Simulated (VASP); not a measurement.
**B14HN14 (a cell with a defect): single point with PBE**

B14HN14 (a cell with a defect):

```
B N H
1.0
     6.28045   -2.17561    0.00000
    -5.02436   -4.35123    0.00000
     0.00000    0.00000   -8.34316
B N H
14 14 1
Direct
  0.07563 0.59523 0.72084
  0.36133 0.45248 0.72288
  0.93281 0.16676 0.72271
  0.64716 0.30972 0.72192
  0.21856 0.02394 0.72138
  0.78974 0.73814 0.72125
  0.50426 0.88110 0.72189
  0.35207 0.69072 0.27808
  0.63778 0.54785 0.27721
  0.20920 0.26231 0.27881
  0.92344 0.40491 0.27779
  0.49504 0.11937 0.27901
  0.06634 0.83353 0.27858
  0.78062 0.97638 0.27713
  0.11392 0.64290 0.27925
  0.39971 0.50030 0.27752
  0.97107 0.21447 0.27738
  0.68541 0.35738 0.27745
  0.25697 0.07201 0.28155
  0.82824 0.78593 0.27711
  0.54249 0.92883 0.27762
  0.31374 0.64302 0.72228
  0.59940 0.50009 0.72255
  0.17089 0.21440 0.72279
  0.88522 0.35725 0.72231
  0.45681 0.07167 0.72071
  0.02771 0.78557 0.71835
  0.74232 0.92867 0.72259
  0.20013 0.90014 0.00094
```

```yaml
Program: VASP 6.6.1
Task: single point
Functional: PBE
Potentials_or_basis: VASP PAW PBE potentials, release 64 (B, N, H)
Cutoff: 520 eV
k_mesh: 2 × 2 × 2
Occupations: gaussian, width 0.02 eV
Spin: collinear spin
Starting_moments: "[0.0, 0.0, 0.0, 0.0, 0.0, 0.0, 0.0, 0.0, 0.0, 0.0, 0.0, 0.0, 0.0, 0.0, 0.0, 0.0, 0.0, 0.0, 0.0, 0.0, 0.0, 0.0, 0.0, 0.0, 0.0, 0.0, 0.0, 0.0, 0.89] μB"
```

- Pressure: 0.4 GPa
- Largest force: 0.011 eV/Å
- Band gap on the k mesh: 3.01 eV
- Net moment: 1.00 μB per cell
- Site moments: B +0.00, -0.00 (each value once); N +0.01, +0.00, +0.03, +0.02 (each value once); H +0.37 μB
- Valence electrons inside the program's atomic spheres: B 2.15; N 4.01; H 0.39

Forces in eV/Å, atoms in the order of the input:
```
B   -0.001 -0.002 -0.003
B   -0.001 -0.001 -0.004
B    0.000  0.000  0.001
B    0.001  0.001  0.000
B   -0.001  0.005  0.010
B    0.002  0.001  0.008
B   -0.001 -0.001 -0.005
B    0.000  0.000  0.004
B    0.001 -0.001 -0.001
B   -0.002 -0.001 -0.011
B    0.000  0.002  0.003
B    0.003 -0.002  0.001
B   -0.002  0.001 -0.004
B   -0.001 -0.001  0.003
N    0.000  0.001 -0.003
N   -0.001  0.000  0.004
N    0.001 -0.001  0.003
N    0.000  0.001  0.000
N    0.000 -0.001  0.001
N    0.001  0.000  0.000
N    0.000 -0.001 -0.002
N    0.001  0.001  0.003
N    0.000  0.000 -0.002
N    0.001  0.001 -0.002
N    0.000  0.000  0.000
N   -0.001  0.001 -0.001
N    0.001 -0.003 -0.007
N    0.000  0.000 -0.002
H    0.000  0.001  0.007
```

Stress tensor (GPa, compression positive):
```
0.27 0.00 0.00
0.00 0.29 0.09
0.00 0.09 0.62
```

Levels at points of the mesh, in eV from the valence-band top:
Spin up:
| k point | band 55 | band 56 | band 57 | band 58 | band 59 | band 60 |
| --- | --- | --- | --- | --- | --- | --- |
| (0.00, 0.00, 0.00) | -1.22 | -1.22 | -0.43 | 5.13 | 6.34 | 6.40 |
| (0.50, 0.00, 0.00) | -0.26 | -0.22 | -0.17 | 4.54 | 4.96 | 5.00 |
| (0.00, 0.50, 0.00) | -0.36 | -0.17 | -0.16 | 4.72 | 4.79 | 4.82 |
| (0.50, 0.50, 0.00) | -0.26 | -0.21 | -0.14 | 4.72 | 4.96 | 4.99 |
| (0.00, 0.00, 0.50) | -1.22 | -1.22 | -0.16 | 6.02 | 6.13 | 6.34 |
| (0.50, 0.00, 0.50) | -0.40 | -0.25 | -0.01 | 4.63 | 4.98 | 4.99 |
| (0.00, 0.50, 0.50) | -0.37 | -0.24 | -0.12 | 4.79 | 4.81 | 4.87 |
| (0.50, 0.50, 0.50) | -0.39 | -0.25 | 0.00 | 4.79 | 4.93 | 4.95 |
Spin down:
| k point | band 52 | band 53 | band 54 | band 55 | band 56 | band 57 | band 58 | band 59 | band 60 | band 61 |
| --- | --- | --- | --- | --- | --- | --- | --- | --- | --- | --- |
| (0.00, 0.00, 0.00) | -1.51 | -1.22 | -1.22 | -1.22 | -1.22 | 3.01 | 5.56 | 6.36 | 6.42 | 6.50 |
| (0.50, 0.00, 0.00) | -0.57 | -0.45 | -0.43 | -0.21 | -0.20 | 3.12 | 4.58 | 4.98 | 5.01 | 5.08 |
| (0.00, 0.50, 0.00) | -0.64 | -0.48 | -0.47 | -0.15 | -0.15 | 3.13 | 4.73 | 4.79 | 4.86 | 5.09 |
| (0.50, 0.50, 0.00) | -0.64 | -0.46 | -0.44 | -0.20 | -0.20 | 3.18 | 4.74 | 4.97 | 5.00 | 5.08 |
| (0.00, 0.00, 0.50) | -1.62 | -1.22 | -1.22 | -1.22 | -1.22 | 3.34 | 6.10 | 6.16 | 6.38 | 6.43 |
| (0.50, 0.00, 0.50) | -0.64 | -0.40 | -0.39 | -0.27 | -0.24 | 3.35 | 4.64 | 4.99 | 5.00 | 5.04 |
| (0.00, 0.50, 0.50) | -0.70 | -0.42 | -0.42 | -0.21 | -0.21 | 3.34 | 4.81 | 4.83 | 4.88 | 4.98 |
| (0.50, 0.50, 0.50) | -0.70 | -0.40 | -0.40 | -0.25 | -0.23 | 3.37 | 4.81 | 4.95 | 4.97 | 5.02 |

Run time: 12 min on 1 thread of Intel(R) Xeon(R) Platinum 8488C (Sapphire Rapids), with other jobs on the host, peak memory 0.66 GiB.

Caveat: the k points lie up to 0.55 Å⁻¹ apart.
